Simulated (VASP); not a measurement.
# Ni3Ge in VASP: a series of runs

The runs below take Ni3Ge through single point, with r2SCAN, r2SCAN+D3(BJ), r2SCAN+D4, r2SCAN+rVV10.

All numbers are computed with VASP 6.6.1; they aren't measurements. Logs are shortened: lines on timing, memory, paths and dates and some standing lists are left out, and cuts for length are marked.

### Step 1. The cell of the first run

Symmetry: Pm-3m, No. 221, cubic system. The conventional cell has a = 3.530 Å, b = 3.530 Å, c = 3.530 Å, α = 90.00°, β = 90.00°, γ = 90.00°. Ni (site symmetry 4/mmm) has 8 Ni at 2.50 Å and 4 Ge at 2.50 Å within 3.3 Å. Within 3.3 Å of Ge (site symmetry m-3m) lie 12 Ni at 2.50 Å.

### Step 2. Single point, r2SCAN, non-collinear spin, zero start, spin-orbit coupling

Input file POSCAR:

```
Ni3Ge
1.0
    3.5303341067      0.0000000000      0.0000000000
    0.0000000000      3.5303341067      0.0000000000
    0.0000000000      0.0000000000      3.5303341067
Ni Ge
3 1
Direct
    0.5000000000      0.0000000000      0.5000000000
    0.0000000000      0.5000000000      0.5000000000
    0.5000000000      0.5000000000      0.0000000000
    0.0000000000      0.0000000000      0.0000000000
```

Input file INCAR.step1:

```
PREC = Accurate ; ENCUT = 520
ISMEAR = 0 ; SIGMA = 0.1
LREAL = F ; LASPH = T
NELM = 150 ; MAGMOM = 0 0 0 0 0 0 0 0 0 0 0 0
LSORBIT = T ; GGA_COMPAT = F
LMAXMIX = 4 ; NBANDS = 58
GGA = PE ; ALGO = Normal
EDIFF = 1E-4 ; LWAVE = T
LCHARG = F ; KPAR = 4
```

Input file INCAR.step2:

```
PREC = Accurate ; ENCUT = 520
EDIFF = 1E-6 ; ISMEAR = 0
SIGMA = 0.1 ; LREAL = F
LASPH = T ; NELM = 150
ALGO = Normal ; ISIF = 2
LWAVE = F ; LCHARG = F
MAGMOM = 0 0 0 0 0 0 0 0 0 0 0 0 ; LORBIT = 11
LSORBIT = T ; GGA_COMPAT = F
LORBMOM = T ; LMAXMIX = 4
METAGGA = R2SCAN ; LMIXTAU = T
NBANDS = 58 ; ISTART = 1
KPAR = 4
```

Input file KPOINTS:

```
regular mesh
0
Gamma
  12 12 12
```

Potentials or basis: VASP PAW PBE potentials, release 64 (Ni, Ge_d).

Command:

```console
> cat potpaw_PBE.64/Ni/POTCAR potpaw_PBE.64/Ge_d/POTCAR > POTCAR
> cp INCAR.step1 INCAR
> mpirun -np 4 vasp_ncl > vasp.out
> cp INCAR.step2 INCAR
> mpirun -np 4 vasp_ncl > vasp.out
```

OUTCAR:

```text
PREC = Accurate
   ENCUT = 520
   EDIFF = 1E-6
   ISMEAR = 0
   LREAL = F
   LASPH = T
   NELM = 150
   ISIF = 2
   LORBIT = 11
   LSORBIT = T
   METAGGA = R2SCAN
   ISTART = 1

 ion  position               nearest neighbor table
   1  0.500  0.000  0.500-   2 2.50   3 2.50   4 2.50   3 2.50   4 2.50   2 2.50   3 2.50   3 2.50
                             2 2.50   4 2.50   4 2.50   2 2.50
   2  0.000  0.500  0.500-   1 2.50   3 2.50   4 2.50   3 2.50   4 2.50   1 2.50   4 2.50   4 2.50
                             1 2.50   3 2.50   3 2.50   1 2.50
   3  0.500  0.500  0.000-   1 2.50   2 2.50   4 2.50   1 2.50   2 2.50   1 2.50   4 2.50   1 2.50
                             2 2.50   4 2.50   2 2.50   4 2.50
   4  0.000  0.000  0.000-   1 2.50   2 2.50   3 2.50   1 2.50   2 2.50   2 2.50   3 2.50   2 2.50
                             1 2.50   3 2.50   1 2.50   3 2.50

  LATTYP: Found a simple cubic cell.
 ALAT       =     3.5303341067

  Lattice vectors:

 A1 = (   3.5303341067,   0.0000000000,   0.0000000000)
 A2 = (   0.0000000000,   3.5303341067,   0.0000000000)
 A3 = (   0.0000000000,   0.0000000000,   3.5303341067)

Analysis of symmetry for initial positions (statically):
=====================================================================
 Subroutine PRICEL returns:
 Original cell was already a primitive cell.

 Routine SETGRP: Setting up the symmetry group for a
 simple cubic supercell.

 Subroutine GETGRP returns: Found 48 space group operations
 (whereof 48 operations were pure point group operations)
 out of a pool of 48 trial point group operations.

The static configuration has the point symmetry O_h .

Analysis of symmetry for dynamics (positions and initial velocities):
=====================================================================
 Subroutine PRICEL returns:
 Original cell was already a primitive cell.

 Routine SETGRP: Setting up the symmetry group for a
 simple cubic supercell.

 Subroutine GETGRP returns: Found 48 space group operations
 (whereof 48 operations were pure point group operations)
 out of a pool of 48 trial point group operations.

The dynamic configuration has the point symmetry O_h .

Analysis of structural, dynamic, and magnetic symmetry:
=====================================================================
 Subroutine PRICEL returns:
 Original cell was already a primitive cell.

 Routine SETGRP: Setting up the symmetry group for a
 simple cubic supercell.

 Subroutine GETGRP returns: Found 48 space group operations
 (whereof 48 operations were pure point group operations)
 out of a pool of 48 trial point group operations.

The overall configuration has the point symmetry O_h .

 Subroutine INISYM returns: Found 48 space group operations
 (whereof 48 operations are pure point group operations),
 and found     1 'primitive' translations

----------------------------------------------------------------------------------------

                                     Primitive cell

  volume of cell :      43.9995

  direct lattice vectors                    reciprocal lattice vectors
     3.530334107  0.000000000  0.000000000     0.283259309  0.000000000  0.000000000
     0.000000000  3.530334107  0.000000000     0.000000000  0.283259309  0.000000000
     0.000000000  0.000000000  3.530334107     0.000000000  0.000000000  0.283259309

  length of vectors
     3.530334107  3.530334107  3.530334107     0.283259309  0.283259309  0.283259309

  position of ions in fractional coordinates (direct lattice)
     0.500000000  0.000000000  0.500000000
     0.000000000  0.500000000  0.500000000
     0.500000000  0.500000000  0.000000000
     0.000000000  0.000000000  0.000000000

  ion indices of the primitive-cell ions
   primitive index   ion index
                 1           1
                 2           2
                 3           3
                 4           4

[... 119 lines left out ...]
  free energy    TOTEN  =       -50.78486795 eV

  energy without entropy =      -50.77410444  energy(sigma->0) =      -50.77948620

 E-fermi :  10.1816     XC(G=0): -14.7519

 val. band max:       10.1770841777   @ k =   0.0833   0.0833   0.0000
 cond. band min:      10.1845195308   @ k =   0.4167   0.4167   0.3333
 fundamental gap:      0.0074353531
 Fermi energy:        10.1816248316

 k-point     1 :       0.0000    0.0000    0.0000
  band No.  band energies     occupation
      1     -15.5906      1.00000
      2     -15.5906      1.00000
      3     -15.5906      1.00000
      4     -15.5906      1.00000
      5     -15.0081      1.00000
      6     -15.0081      1.00000
[... 1405 lines left out ...]
     55      20.2851      0.00000
     56      20.2851      0.00000

 [... further k-points ...]

 [bands above 56 left out]

------------------------ aborting loop because EDIFF is reached ----------------------------------------

  FORCE on cell =-STRESS in cart. coord.  units (eV):
  Direction    XX          YY          ZZ          XY          YZ          ZX
  --------------------------------------------------------------------------------------
  -------------------------------------------------------------------------------------
  Total        0.2433991      0.2433991      0.2433991     -0.0000000     -0.0000000      0.0000000
  in kB        8.8630270      8.8630270      8.8630270     -0.0000000     -0.0000000      0.0000000
  external PRESSURE =       8.8630270 kB  Pullay stress =       0.0000000 kB

 VOLUME and BASIS-vectors are now :
 -----------------------------------------------------------------------------
  energy-cutoff  :      520.00
  volume of cell :       44.00
      direct lattice vectors                 reciprocal lattice vectors
     3.530334107  0.000000000  0.000000000     0.283259309  0.000000000  0.000000000
     0.000000000  3.530334107  0.000000000     0.000000000  0.283259309  0.000000000
     0.000000000  0.000000000  3.530334107     0.000000000  0.000000000  0.283259309

 POSITION                                       TOTAL-FORCE (eV/Angst)
 -----------------------------------------------------------------------------------
      1.76517      0.00000      1.76517         0.000000      0.000000      0.000000
      0.00000      1.76517      1.76517         0.000000      0.000000      0.000000
      1.76517      1.76517      0.00000         0.000000      0.000000      0.000000
      0.00000      0.00000      0.00000         0.000000      0.000000      0.000000
 -----------------------------------------------------------------------------------
    total drift:                                0.000000      0.000000      0.000000

  FREE ENERGIE OF THE ION-ELECTRON SYSTEM (eV)
  ---------------------------------------------------
  free  energy   TOTEN  =       -50.7848679485 eV

  energy  without entropy=      -50.7741044438  energy(sigma->0) =      -50.77948620

 orbital moment (x)

 # of ion     p       d       tot
 ----------------------------------------
  1         0.000  -0.000  -0.000
  2         0.000  -0.000  -0.000
  3         0.000   0.000   0.000
  4         0.000   0.000   0.000
 ----------------------------------------
            0.000  -0.000  -0.000

 orbital moment (y)

 # of ion     p       d       tot
 ----------------------------------------
  1         0.000  -0.000  -0.000
  2         0.000   0.000   0.000
  3         0.000  -0.000  -0.000
  4         0.000   0.000   0.000
 ----------------------------------------
            0.000   0.000   0.000

 orbital moment (z)

 # of ion     p       d       tot
 ----------------------------------------
  1        -0.000  -0.000  -0.000
  2         0.000   0.000   0.000
  3         0.000   0.000   0.000
  4         0.000   0.000   0.000
 ----------------------------------------
           -0.000   0.000   0.000

 Spin-Orbit-Coupling matrix elements

 Ion:    1  E_soc:     -0.0164846
 l=   1
     0.0000000    -0.0003774    -0.0003774
    -0.0003774     0.0000000    -0.0003445
    -0.0003774    -0.0003445     0.0000000
 l=   2
     0.0000000    -0.0003443     0.0000000    -0.0004557    -0.0021054
    -0.0003443     0.0000000    -0.0017039    -0.0004557    -0.0004016
     0.0000000    -0.0017039     0.0000000    -0.0012573     0.0000000
    -0.0004557    -0.0004557    -0.0012573     0.0000000    -0.0004191
    -0.0021054    -0.0004016     0.0000000    -0.0004191     0.0000000
 l=   3
     0.0000000     0.0000000     0.0000000     0.0000000     0.0000000     0.0000000     0.0000000
     0.0000000     0.0000000     0.0000000     0.0000000     0.0000000     0.0000000     0.0000000
     0.0000000     0.0000000     0.0000000     0.0000000     0.0000000     0.0000000     0.0000000
     0.0000000     0.0000000     0.0000000     0.0000000     0.0000000     0.0000000     0.0000000
[... 49 lines left out ...]
 l=   2
     0.0000000    -0.0001876     0.0000000    -0.0001876    -0.0007425
    -0.0001876     0.0000000    -0.0005569    -0.0001876    -0.0001856
     0.0000000    -0.0005569     0.0000000    -0.0005569     0.0000000
    -0.0001876    -0.0001876    -0.0005569     0.0000000    -0.0001856
    -0.0007425    -0.0001856     0.0000000    -0.0001856     0.0000000
 l=   3
     0.0000000     0.0000000     0.0000000     0.0000000     0.0000000     0.0000000     0.0000000
     0.0000000     0.0000000     0.0000000     0.0000000     0.0000000     0.0000000     0.0000000
     0.0000000     0.0000000     0.0000000     0.0000000     0.0000000     0.0000000     0.0000000
     0.0000000     0.0000000     0.0000000     0.0000000     0.0000000     0.0000000     0.0000000
     0.0000000     0.0000000     0.0000000     0.0000000     0.0000000     0.0000000     0.0000000
     0.0000000     0.0000000     0.0000000     0.0000000     0.0000000     0.0000000     0.0000000
     0.0000000     0.0000000     0.0000000     0.0000000     0.0000000     0.0000000     0.0000000

 total charge

# of ion       s       p       d       tot
------------------------------------------
    1        0.483   0.561   8.444   9.488
    2        0.483   0.561   8.444   9.488
    3        0.483   0.561   8.444   9.488
    4        1.070   1.263  10.145  12.478
--------------------------------------------------
tot          2.520   2.945  35.477  40.942

 magnetization (x)

# of ion       s       p       d       tot
------------------------------------------
    1       -0.000  -0.000  -0.000  -0.000
    2        0.000   0.000   0.000   0.000
    3        0.000   0.000  -0.000   0.000
    4       -0.000   0.000  -0.000   0.000
--------------------------------------------------
tot         -0.000   0.000  -0.000   0.000

 magnetization (y)

# of ion       s       p       d       tot
------------------------------------------
    1        0.000   0.000   0.000   0.000
    2       -0.000  -0.000  -0.000  -0.000
    3       -0.000  -0.000  -0.000  -0.000
    4       -0.000  -0.000  -0.000  -0.000
--------------------------------------------------
tot         -0.000  -0.000  -0.000  -0.000

 magnetization (z)

# of ion       s       p       d       tot
------------------------------------------
    1        0.000   0.000   0.000   0.000
    2        0.000  -0.000  -0.000   0.000
    3        0.000   0.000   0.000   0.000
    4        0.000   0.000   0.000   0.000
--------------------------------------------------
tot          0.000   0.000   0.000   0.000
```

It took 5.5 min on 4 MPI ranks of Intel Xeon Platinum 8559C (Emerald Rapids), shared host; peak memory 0.5 GiB.

Results:

```yaml
Free_energy: -50.7849 eV
Pressure: 0.9 GPa
Net_moment: 0.00 μB per cell
Valence_electrons_inside_the_program's_atomic_spheres: Ni 9.49; Ge 12.48
```

Moments on the atoms (μB; x, y, z):
```
Ni  0.00 0.00 0.00
Ni  0.00 0.00 0.00
Ni  0.00 0.00 0.00
Ge  0.00 0.00 0.00
```

Caveat: the PAW data sets were made with another functional, which shifts forces and pressure a little.

### Step 3. Single point, r2SCAN

This run uses another cell than the first one, of 11.02 Å³/atom.

Input file POSCAR:

```
Ni3Ge
1.0
    3.5331415269      0.0000696077      0.0000311501
    0.0000696077      3.5327379221     -0.0001407454
    0.0000311501     -0.0001407454      3.5326524310
Ni Ge
3 1
Direct
    0.4924562993     -0.0227259878      0.4792782717
   -0.0075604722      0.4772687145      0.4792895812
    0.4924567715      0.4772740981     -0.0207227597
   -0.0075094809     -0.0227441896     -0.0206880830
```

Input file INCAR.step1:

```
SYSTEM = Ni3Ge
PREC = Accurate
ENCUT = 520
ISMEAR = 0
SIGMA = 0.1
LREAL = .FALSE.
LASPH = .TRUE.
NELM = 80
NBANDS = 30
GGA = PE
ALGO = Normal
EDIFF = 1E-4
LWAVE = .TRUE.
LCHARG = .FALSE.
```

Input file INCAR.step2:

```
SYSTEM = Ni3Ge
PREC = Accurate
ENCUT = 520
EDIFF = 1E-6
ISMEAR = 0
SIGMA = 0.1
LREAL = .FALSE.
LASPH = .TRUE.
NELM = 80
ALGO = Normal
ISIF = 2
LWAVE = .FALSE.
LCHARG = .FALSE.
METAGGA = R2SCAN
LMIXTAU = .TRUE.
NBANDS = 30
ISTART = 1
```

Input file KPOINTS:

```
Automatic mesh
0
G
  6 6 6
  0 0 0
```

Potentials or basis: VASP PAW PBE potentials, release 64 (Ni, Ge_d).

Command:

```console
> cat potpaw_PBE.64/Ni/POTCAR potpaw_PBE.64/Ge_d/POTCAR > POTCAR
> cp INCAR.step1 INCAR
> mpirun -np 1 vasp_std > vasp.out
> cp INCAR.step2 INCAR
> mpirun -np 1 vasp_std > vasp.out
```

Wall time 10 min (1 thread of Intel Xeon Platinum 8259CL at 2.50GHz (Skylake/Cascade Lake), shared host); peak memory 0.26 GiB.

The run converged. Its results:

| Quantity | Value |
| --- | --- |
| Free energy | -50.7507 eV |
| Pressure | 0.3 GPa |
| Band gap on the k mesh | zero (bands 22 and 23 overlap by 0.26 eV) |

Levels at points of the mesh, in eV from the Fermi level:
```csv
k point,band 19,band 20,band 21,band 22,band 23,band 24,band 25,band 26
"(0.00, 0.00, 0.00)",-0.71,-0.71,-0.37,0.03,0.03,0.03,4.27,7.15
"(0.50, 0.00, 0.00)",-1.33,-1.22,-0.65,0.03,3.73,3.73,5.15,6.01
"(0.00, 0.50, 0.00)",-1.33,-1.22,-0.65,0.03,3.73,3.73,5.15,6.01
"(0.00, 0.00, 0.50)",-1.33,-1.22,-0.65,0.03,3.73,3.73,5.15,6.01
"(0.50, 0.50, 0.00)",-1.30,-1.16,-0.98,-0.94,0.61,0.61,5.88,6.91
"(0.50, 0.00, 0.50)",-1.30,-1.16,-0.98,-0.94,0.61,0.61,5.88,6.91
"(0.00, 0.50, 0.50)",-1.30,-1.16,-0.98,-0.94,0.61,0.61,5.88,6.91
"(0.50, 0.50, 0.50)",-1.22,-1.22,-0.56,-0.23,-0.23,-0.23,0.76,4.42
```

Caveat: the PAW data sets were made with another functional, which shifts forces and pressure a little. Spin polarisation is off, so any magnetic state and its effect on volume and gap are missing.

### Step 4. Single point, r2SCAN+D3(BJ)

This run uses another cell than the first one, of 10.85 Å³/atom.

Input file POSCAR:

```
Ni3Ge
1.0
    3.5141250885      0.0000000000      0.0000000000
    0.0000000000      3.5141250885      0.0000000000
    0.0000000000      0.0000000000      3.5141250885
Ni Ge
3 1
Direct
    0.5000000000      0.0000000000      0.5000000000
    0.0000000000      0.5000000000      0.5000000000
    0.5000000000      0.5000000000      0.0000000000
    0.0000000000      0.0000000000      0.0000000000
```

Input file INCAR.step1:

```
  PREC = Accurate
  ENCUT = 520
  ISMEAR = 0
  SIGMA = 0.1
  LREAL = False
  LASPH = True
  NELM = 100
  NBANDS = 30
  GGA = PE
  ALGO = Normal
  EDIFF = 1E-4
  LWAVE = True
  LCHARG = False
```

Input file INCAR.step2:

```
  PREC = Accurate
  ENCUT = 520
  EDIFF = 1E-7
  ISMEAR = 0
  SIGMA = 0.1
  LREAL = False
  LASPH = True
  NELM = 100
  ALGO = Normal
  ISIF = 2
  LWAVE = False
  LCHARG = False
  METAGGA = R2SCAN
  LMIXTAU = True
  IVDW = 12
  VDW_S6 = 1.0
  VDW_S8 = 0.78981345
  VDW_A1 = 0.49484001
  VDW_A2 = 5.73083694
  NBANDS = 30
  ISTART = 1
```

Input file KPOINTS:

```
Automatic mesh
0
Gamma
  12 12 12
```

Command:

```console
> cat potpaw_PBE.64/Ni/POTCAR potpaw_PBE.64/Ge_d/POTCAR > POTCAR
> cp INCAR.step1 INCAR
> mpirun -np 1 vasp_std > vasp.out
> cp INCAR.step2 INCAR
> mpirun -np 1 vasp_std > vasp.out
```

Wall time 14 min (1 thread of Intel Xeon 8259CL, shared host); peak memory 0.25 GiB.

Results (log left out):

- Free energy: -51.6822 eV
- Pressure: 0.4 GPa
- Band gap on the k mesh: zero (bands 22 and 23 overlap by 0.27 eV)
- Dispersion energy per atom: -0.235 eV

Levels at points of the mesh, in eV from the Fermi level:
| k point | band 18 | band 19 | band 20 | band 21 | band 22 | band 23 | band 24 | band 25 | band 26 | band 27 |
| --- | --- | --- | --- | --- | --- | --- | --- | --- | --- | --- |
| (0.00, 0.00, 0.00) | -1.06 | -0.71 | -0.71 | -0.37 | 0.04 | 0.04 | 0.04 | 4.42 | 7.25 | 7.25 |
| (0.50, 0.00, 0.00) | -1.35 | -1.35 | -1.24 | -0.66 | 0.04 | 3.80 | 3.80 | 5.29 | 6.08 | 6.08 |
| (0.50, 0.50, 0.00) | -1.54 | -1.32 | -1.18 | -1.00 | -0.96 | 0.64 | 0.64 | 5.99 | 7.01 | 9.09 |
| (0.50, 0.50, 0.50) | -1.49 | -1.24 | -1.24 | -0.59 | -0.23 | -0.23 | -0.23 | 0.83 | 4.51 | 4.51 |

Caveat: the PAW data sets were made with another functional, which shifts forces and pressure a little. Spin polarisation is off, so any magnetic state and its effect on volume and gap are missing.

[end of part 1 of 2]

The gap in the log of VASP goes by the Fermi energy; the results here count the filled bands.